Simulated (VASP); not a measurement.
AlNi (AlNi (110), 2 layers): single point with PBE

The system is AlNi (AlNi (110), 2 layers), a slab with vacuum.

```
Ni Al
1.0
     2.89357    0.00000    0.00000
     0.00000    4.09213    0.00000
     0.00000    0.00000   18.04610
Ni Al
2 2
Direct
  0.75000 0.00000 0.44331
  0.75000 0.50000 0.55669
  0.25000 0.50000 0.44331
  0.25000 0.00000 0.55669
```

```yaml
Program: VASP 6.6.1
Task: single point
Functional: PBE
Potentials_or_basis: VASP PAW PBE potentials, release 64 (Ni, Al)
Cutoff: 520 eV
k_mesh: 13 × 9 × 1
Occupations: fermi-dirac, width 0.1 eV
Spin: no spin polarisation
```

The largest force is 0.262 eV/Å. The band gap on the k mesh is zero (band 13 reaches -0.52 eV, above the bottom of band 14 at -2.02 eV).

Forces on the atoms (eV/Å):
```
Ni   0.000  0.000  0.262
Ni   0.000  0.000 -0.262
Al   0.000  0.000 -0.034
Al   0.000  0.000  0.034
```

Levels at points of the mesh, in eV from the Fermi level:
| k point | band 9 | band 10 | band 11 | band 12 | band 13 | band 14 | band 15 | band 16 | band 17 | band 18 |
| --- | --- | --- | --- | --- | --- | --- | --- | --- | --- | --- |
| (0.00, 0.00, 0.00) | -1.21 | -1.20 | -1.11 | -0.91 | -0.83 | -0.32 | 2.77 | 2.93 | 3.87 | 4.42 |

Run time: 2 min on 1 thread of Intel(R) Xeon(R) Platinum 8559C (Emerald Rapids), on a shared host, peak memory 0.38 GiB.

Spin polarisation is off, so any magnetic state and its effect on volume and gap are missing.
